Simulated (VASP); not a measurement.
Here is a VASP 6.6.1 calculation.

File INCAR:

```
SYSTEM = SnTe
PREC     = Accurate       ! precision mode
ENCUT    = 520            ! plane-wave cutoff, eV
EDIFF    = 1E-6           ! SCF threshold, eV
ISMEAR   = -1             ! smearing method
SIGMA    = 0.08           ! smearing width, eV
LREAL    = .False.        ! projectors in reciprocal space
LASPH    = .True.         ! aspherical terms in the spheres
NELM     = 80             ! most SCF steps
ALGO     = Normal         ! electronic algorithm
ISIF     = 2              ! what is computed and relaxed
LWAVE    = .False.        ! write WAVECAR
LCHARG   = .False.        ! write CHGCAR
NBANDS   = 17             ! bands
```

The input KPOINTS:

```
regular mesh
0
Gamma
  11 11 11
  0 0 0
```

Contents of POSCAR:

```
SnTe
1.0
    0.0000000000      3.1565000000      3.1249350000
    3.1565000000      0.0000000000      3.1249350000
    3.1565000000      3.1565000000      0.0000000000
Sn Te
1 1
Direct
    0.0000000000      0.0000000000      0.0000000000
    0.5000000000      0.5000000000      0.5000000000
```

Potentials or basis: VASP PAW LDA potentials, release 64 (Sn_d, Te).

Command:

```sh
$ cat potpaw_LDA.64/Sn_d/POTCAR potpaw_LDA.64/Te/POTCAR > POTCAR
$ mpirun -np 1 vasp_std > vasp.out
```

(1) What does it give for the band gap on the k mesh?

(2) Estimate the pressure.

## Answers

(1) 0.42 eV, direct.

(2) -1.2 GPa.

Caveat: the cell differs from its parent crystal (zz strain of -1 %); spin-orbit coupling is left out, which moves the levels of the heavy elements.
